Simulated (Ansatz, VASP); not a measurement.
**Zr: VASP beside Ansatz**

```
CELL_PARAMETERS angstrom
1.60942 0.92920 7.81398
-1.60942 0.92920 7.81398
0.00000 -1.85839 7.81398
ATOMIC_POSITIONS crystal
Zr 0.00000 0.00000 0.00000
Zr 0.22290 0.22290 0.22290
Zr 0.77710 0.77710 0.77710
```

Alike in both runs: functional PBE; k mesh 6 × 6 × 6; occupations gaussian, width 0.1 eV; no spin polarisation.

Ansatz relaxed the structure, and its values are those at the end. VASP's run is a single point on that final structure, the one shown.

|  | VASP | Ansatz |
| --- | --- | --- |
| version | VASP 6.6.1 | Ansatz 0.2.0 |
| potentials or method | VASP PAW PBE potentials, release 64 (Zr_sv), cutoff 520 eV | scalar-relativistic, plane waves, PAW |
| valence electrons in the cell | 36 | 36 |

|  | VASP | Ansatz | Ansatz less VASP |
| --- | --- | --- | --- |
| gap on the k mesh at the Fermi level (eV) | none | none | - |
| pressure (GPa) | 0.1 | 0.1 | -0.01 |
| rms of the force components (eV/Å) | 0.004 | 0.004 | +0.0001 |

A gap of «none» marks a metal or a gap that the smearing closes.

The k mesh is coarse, so the values compare programs but aren't converged.
